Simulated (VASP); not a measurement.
BeH2: single point with HSE06

The system is BeH2.

```
Be H
1.0
     0.00000    1.97495    1.97495
     1.97495    0.00000    1.97495
     1.97495    1.97495    0.00000
Be H
1 2
Direct
  0.00000 0.00000 0.00000
  0.25000 0.25000 0.25000
  0.75000 0.75000 0.75000
```

```json
{"Program": "VASP 6.6.1", "Task": "single point", "Functional": "HSE06", "Potentials or basis": "VASP PAW PBE potentials, release 64 (Be, H)", "Cutoff": "520 eV", "k mesh": "6 × 6 × 6", "Occupations": "fermi-dirac, width 0.02 eV", "Spin": "no spin polarisation"}
```

```
Pressure               : -1.7 GPa
Band gap on the k mesh : zero (bands 2 and 3 overlap by 5.14 eV)
```

Levels at points of the mesh, in eV from the Fermi level:
| k point | band 1 | band 2 | band 3 | band 4 | band 5 | band 6 |
| --- | --- | --- | --- | --- | --- | --- |
| (0.00, 0.00, 0.00) | -16.01 | 4.03 | 10.19 | 10.19 | 10.19 | 15.59 |
| (0.50, 0.00, 0.00) | -9.97 | -8.78 | 7.92 | 7.92 | 11.23 | 11.40 |
| (0.50, 0.50, 0.00) | -9.87 | -1.99 | -1.11 | 3.36 | 3.36 | 11.15 |

Wall time 3.1 min on 1 thread of AMD EPYC 7571 (shared host), peak memory 0.2 GiB.

Caveat: the k points lie up to 0.46 Å⁻¹ apart, too coarse for converged energies and pressures of a metal; the PAW data sets were made with another functional, which shifts forces and pressure a little.
